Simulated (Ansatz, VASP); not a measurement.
## CdSe in VASP and in Ansatz

The input INCAR:

```
SYSTEM = CdSe
ALGO = Normal
EDIFF = 1E-6
EDIFFG = -0.01
ENCUT = 600
IBRION = 2
ISIF = 3
ISMEAR = 0
LASPH = .True.
LCHARG = .False.
LREAL = .False.
LWAVE = .False.
NELM = 80
NSW = 80
PREC = Accurate
SIGMA = 0.01
```

The input KPOINTS:

```
k-points
0
Gamma
  6 6 4
  0 0 0
```

POSCAR

```
CdSe
1.0
    4.3000000000      0.0000000000      0.0000000000
   -2.1500000000      3.7239090000      0.0000000000
    0.0000000000      0.0000000000      7.0200000000
Cd Se
2 2
Direct
    0.3333333333      0.6666666667      0.0000000000
    0.6666666667      0.3333333333      0.5000000000
    0.3333333333      0.6666666667      0.3850000000
    0.6666666667      0.3333333333      0.8850000000
```

Input for Ansatz:

```yaml
crystal:
  lattice:
    - [4.3, 0.0, 0.0]
    - [-2.15, 3.723909, 0.0]
    - [0.0, 0.0, 7.02]
  atoms:
    - { symbol: Cd, position: [0.3333333333333333, 0.6666666666666666, 0.0] }
    - { symbol: Cd, position: [0.6666666666666666, 0.3333333333333333, 0.5] }
    - { symbol: Se, position: [0.3333333333333333, 0.6666666666666666, 0.385] }
    - { symbol: Se, position: [0.6666666666666666, 0.3333333333333333, 0.885] }
basis:
  ecutwfc: 450.0
kpoints:
  mp_grid:
    grid: [6, 6, 4]
    shift: [0.0, 0.0, 0.0]
hamiltonian:
  xc: lda
  dispersion: none
scf:
  occupations:
    method: fixed
relax:
  cell: {}
```

Alike in both runs: task relaxation of cell and atoms; functional LDA; k mesh 6 × 6 × 4; no spin polarisation.

|  | VASP | Ansatz |
| --- | --- | --- |
| version | VASP 6.6.1 | Ansatz 0.2.0 |
| potentials or method | VASP PAW LDA potentials, release 64 (Cd, Se), cutoff 600 eV | plane waves, PAW |
| occupations | gaussian, width 0.01 eV | fixed |
| valence electrons in the cell | 36 | 72 |

|  | VASP | Ansatz | Ansatz less VASP |
| --- | --- | --- | --- |
| relaxed volume (Å³/atom) | 27.32 | 27.12 | -0.197 |
| relaxed cell length with the largest relative difference (Å) | 6.958 | 6.938 | -0.0202 |

LDA's correlation is that of Perdew and Zunger in VASP and of Perdew and Wang (1992) in Ansatz. VASP's potentials hold 36 valence electrons a cell and Ansatz's 72, so a difference there can come from the potentials and not from the codes.
